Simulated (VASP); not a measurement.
Write the native input for VASP 6.6.1 that does the following.

```
Task                   : relaxation of cell and atoms
Functional             : PBE
Potentials or basis    : VASP PAW PBE potentials, release 64 (Ga_d, Sb, N)
Cutoff                 : 600 eV
k mesh                 : 6 × 6 × 12
Occupations            : gaussian, width 0.1 eV
Spin                   : no spin polarisation
Dipole correction      : no
Further INCAR settings : ALGO = Normal; EDIFF = 1e-06; IBRION = 2; EDIFFG = -0.01; NSW = 100; ISIF = 3
```

The structure of Ga3SbN2 lies in POSCAR:

```
Ga3SbN2
1.0
    5.8789420083      0.0000000000      0.0000000000
   -2.9394710041      5.0913131266      0.0000000000
    0.0000000000      0.0000000000      3.3958132873
Ga Sb N
3 1 2
Direct
    0.5000000000      0.0000000000      0.2791436945
    0.0000000000      0.5000000000      0.2791436945
    0.5000000000      0.5000000000      0.2791436945
    0.0000000000      0.0000000000      0.5532675769
    0.3333333333      0.6666666667      0.0151121748
    0.6666666667      0.3333333333      0.0151121748
```

The cell was generated, and may not be a known phase.

The input as run:

INCAR

```
SYSTEM = Ga3SbN2
  ALGO = Normal
  EDIFF = 1E-6
  EDIFFG = -0.01
  ENCUT = 600
  GGA = PE
  IBRION = 2
  ISIF = 3
  ISMEAR = 0
  LASPH = .True.
  LCHARG = .False.
  LREAL = .False.
  LWAVE = .False.
  NELM = 100
  NSW = 100
  PREC = Accurate
  SIGMA = 0.1
```

KPOINTS

```
k-points
0
Gamma
  6 6 12
  0 0 0
```

Potentials or basis: VASP PAW PBE potentials, release 64 (Ga_d, Sb, N).

Launch:

```console
$ cat potpaw_PBE.64/Ga_d/POTCAR potpaw_PBE.64/Sb/POTCAR potpaw_PBE.64/N/POTCAR > POTCAR
$ mpirun -np 1 vasp_std > vasp.out
```

Results of the run:

```
Relaxed volume                        : 16.00 Å³/atom
Relaxed cell                          : a = 5.912 Å, b = 5.912 Å, c = 3.172 Å, α = 90.00°, β = 90.00°, γ = 120.00°
Space group after relaxing (to 0.1 Å) : P6mm (No. 183)
Energy gained by relaxing             : 14.3 meV/atom
Ionic steps                           : 29
Pressure after relaxing               : -0.1 GPa
Largest force after relaxing          : 0.007 eV/Å
Band gap on the k mesh                : zero (bands 27 and 28 overlap by 2.29 eV)
```

Caveat: spin-orbit coupling is left out, which moves the levels of the heavy elements.

It took 21 min on 1 thread of Intel(R) Xeon(R) 6975P-C (Granite Rapids), with other jobs on the host, peak memory 0.38 GiB.
